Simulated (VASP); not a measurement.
Wanted: the native input for a VASP 6.6.1 run.

```
Task                   : single point
Functional             : PBE
Potentials or basis    : VASP PAW PBE potentials, release 64 (Na_pv, H)
Cutoff                 : 400 eV
k mesh                 : 4 × 4 × 1
Occupations            : gaussian, width 0.1 eV
Spin                   : no spin polarisation
Dipole correction      : yes
Further INCAR settings : ALGO = Normal; EDIFF = 1e-06; NBANDS = 40; NELMDL = -8
```

The structure of Na4H lies in POSCAR:

```
Na4H
1.0
    7.2665054626      0.0000000000      0.0000000000
   -2.4221684875      6.8509270508      0.0000000000
    0.0000000000      0.0000000000     20.9665384335
Na H
8 2
Direct
    0.2500000000      0.2500000000      0.1907801811
    0.2500000000      0.7500000000      0.1907801811
    0.7500000000      0.2500000000      0.1907801811
    0.7500000000      0.7500000000      0.1907801811
    0.0000000000      0.0000000000      0.3322693660
    0.0000000000      0.5000000000      0.3322693660
    0.5000000000      0.0000000000      0.3322693660
    0.5000000000      0.5000000000      0.3322693660
    0.0128788514      0.3333333333      0.4147817944
    0.3204544820      0.3333333333      0.4147817944
```

The input as run:

INCAR

```
PREC     = Accurate       # precision mode
ENCUT    = 400            # plane-wave cutoff, eV
EDIFF    = 1E-6           # SCF threshold, eV
ISMEAR   = 0              # smearing method
SIGMA    = 0.1            # smearing width, eV
LREAL    = False          # projectors in reciprocal space
LASPH    = True           # aspherical terms in the spheres
NELM     = 120            # most SCF steps
ALGO     = Normal         # electronic algorithm
ISIF     = 2              # what is computed and relaxed
LWAVE    = False          # write WAVECAR
LCHARG   = False          # write CHGCAR
LDIPOL   = True         
IDIPOL   = 3            
DIPOL    = 0.5 0.5 0.292
GGA      = PE             # functional
NBANDS   = 40             # bands
GGA_COMPAT= False        
NELMDL   = -8
```

KPOINTS

```
Automatic mesh
0
Gamma
  4 4 1
```

Potentials or basis: VASP PAW PBE potentials, release 64 (Na_pv, H).

Run with:

```console
$ cat potpaw_PBE.64/Na_pv/POTCAR potpaw_PBE.64/H/POTCAR > POTCAR
$ mpirun -np 1 vasp_std > vasp.out
```

Results of the run:

```yaml
Largest_force: 0.744 eV/Å
Band_gap_on_the_k_mesh: zero (bands 29 and 30 overlap by 0.78 eV)
```

It took 17 min on 1 thread of Oxide Virtual Turin-like Processor (shared host), peak memory 0.69 GiB.
